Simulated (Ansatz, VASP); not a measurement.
# One calculation of LiTa2H2, two programs

Contents of INCAR:

```
ALGO = Normal
EDIFF = 1E-6
EDIFFG = -0.04
ENCUT = 600
GGA = PE
IBRION = 2
ISIF = 3
ISMEAR = 0
LASPH = True
LCHARG = False
LREAL = False
LWAVE = False
NELM = 100
NSW = 90
PREC = Accurate
SIGMA = 0.1
```

Contents of KPOINTS:

```
k-points
0
Gamma
  6 6 4
```

Contents of POSCAR:

```
LiTa2H2
1.0
    3.6915465000      0.0000000000      0.0000000000
   -1.8457732500      3.1969730400      0.0000000000
    0.0000000000      0.0000000000      5.8196561600
Li Ta H
1 2 2
Direct
    0.0000000000      0.0000000000      0.0000000000
    0.3333333300      0.6666666700      0.6442000300
    0.6666666700      0.3333333300      0.3557999700
    0.3333333300      0.6666666700      0.2601999900
    0.6666666700      0.3333333300      0.7398000100
```

Input for Ansatz:

```yaml
crystal:
  lattice:
    - [3.6915465, 0.0, 0.0]
    - [-1.84577325, 3.19697304, 0.0]
    - [0.0, 0.0, 5.81965616]
  atoms:
    - { symbol: Li, position: [0.0, 0.0, 0.0] }
    - { symbol: Ta, position: [0.33333333, 0.66666667, 0.64420003] }
    - { symbol: Ta, position: [0.66666667, 0.33333333, 0.35579997] }
    - { symbol: H, position: [0.33333333, 0.66666667, 0.26019999] }
    - { symbol: H, position: [0.66666667, 0.33333333, 0.73980001] }
basis:
  ecutwfc: 420
kpoints:
  mp_grid: { grid: [6, 6, 4] }
hamiltonian:
  xc: pbe
scf:
  occupations: { method: gaussian, width: 0.1 }
  lower_state_search: "off"
output:
  forces: true
  stress: true
  eigenvalues: true
relax:
  adjacent_minimum: "off"
  f_tol: 0.04
  max_steps: 70
  cell: { stress_tol: 0.4 }
```

Change from the starting cell: species swapped into the TbAl2Si2 type (P-3m1, No. 164).

Alike in both runs: task relaxation of cell and atoms; functional PBE; k mesh 6 × 6 × 4; occupations gaussian, width 0.1 eV; no spin polarisation.

|  | VASP | Ansatz |
| --- | --- | --- |
| version | VASP 6.6.1 | Ansatz 0.2.0 |
| potentials or method | VASP PAW PBE potentials, release 64 (Li_sv, Ta_pv, H), cutoff 600 eV | scalar-relativistic, plane waves, PAW |
| valence electrons in the cell | 27 | 31 |

```csv
,VASP,Ansatz,Ansatz less VASP
"gap on the k mesh at the Fermi level, each at its own relaxed structure (eV)",none,none,-
relaxed volume (Å³/atom),11.34,12.89,+1.548
relaxed cell length with the largest relative difference (Å),2.938,3.394,+0.4557
```

A gap of «none» marks a metal or a gap that the smearing closes. One of these differences is far larger than is usual between the two programs; its cause wasn't traced. VASP's potentials hold 27 valence electrons a cell and Ansatz's 31, so a difference there can come from the potentials and not from the codes.

Spin-orbit coupling is off throughout. Noted on VASP's run: the cutoff is short for stress, so the pressure is rough; the volume moved by over 15 % at a fixed basis, so the end points are rough.
